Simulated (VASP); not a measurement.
Set up this calculation in VASP 6.6.1, as the native input.

```yaml
Task: single point
Functional: r2SCAN
Potentials_or_basis: VASP PAW PBE potentials, release 64 (Cs_sv, H)
Cutoff: 520 eV
k_mesh: 6 × 6 × 6
Occupations: gaussian, width 0.05 eV
Spin: no spin polarisation
Dipole_correction: no
Further_INCAR_settings: ALGO = Normal; EDIFF = 1e-07; NBANDS = 12
```

CsH:

```
Cs H
1.0
     0.05978    3.18800    3.18800
     3.24777    0.00000    3.24777
     3.18800    3.18800    0.05978
Cs H
1 1
Direct
  0.00000 0.00000 0.00000
  0.50000 0.50000 0.50000
```

This cell differs from its parent crystal: strain +0.0375 x Voigt [0, 0, 0, 0, 1, 0].

One way to write it, as run:

POSCAR

```
CsH
1.0
    0.0597750000      3.1880000000      3.1880000000
    3.2477750000      0.0000000000      3.2477750000
    3.1880000000      3.1880000000      0.0597750000
Cs H
1 1
Direct
    0.0000000000      0.0000000000      0.0000000000
    0.5000000000      0.5000000000      0.5000000000
```

INCAR.step1

```
SYSTEM = CsH
PREC = Accurate
ENCUT = 520
ISMEAR = 0
SIGMA = 0.05
LREAL = .FALSE.
LASPH = .TRUE.
NELM = 60
NBANDS = 12
GGA = PE
ALGO = Normal
EDIFF = 1E-4
LWAVE = .TRUE.
LCHARG = .FALSE.
```

INCAR.step2

```
SYSTEM = CsH
PREC = Accurate
ENCUT = 520
EDIFF = 1E-7
ISMEAR = 0
SIGMA = 0.05
LREAL = .FALSE.
LASPH = .TRUE.
NELM = 60
ALGO = Normal
ISIF = 2
LWAVE = .FALSE.
LCHARG = .TRUE.
METAGGA = R2SCAN
LMIXTAU = .TRUE.
LELF = .TRUE.
LVHAR = .TRUE.
NBANDS = 12
ISTART = 1
```

KPOINTS

```
Automatic mesh
0
G
  6 6 6
  0 0 0
```

Potentials or basis: VASP PAW PBE potentials, release 64 (Cs_sv, H).

Command:

```bash
$ cat potpaw_PBE.64/Cs_sv/POTCAR potpaw_PBE.64/H/POTCAR > POTCAR
$ cp INCAR.step1 INCAR
$ mpirun -np 1 vasp_std > vasp.out
$ cp INCAR.step2 INCAR
$ mpirun -np 1 vasp_std > vasp.out
```

Results of the run:

- Pressure: 0.0 GPa
- Band gap on the k mesh: 2.65 eV

Caveat: the cell differs from its parent crystal (strain +0.0375 x Voigt [0, 0, 0, 0, 1, 0]); the PAW data sets were made with another functional, which shifts forces and pressure a little; spin-orbit coupling is left out, which moves the levels of the heavy elements.

Run time: 2.4 min on 1 thread of AMD EPYC 7R13 Processor (Zen 3), with other jobs on the host, peak memory 0.2 GiB.
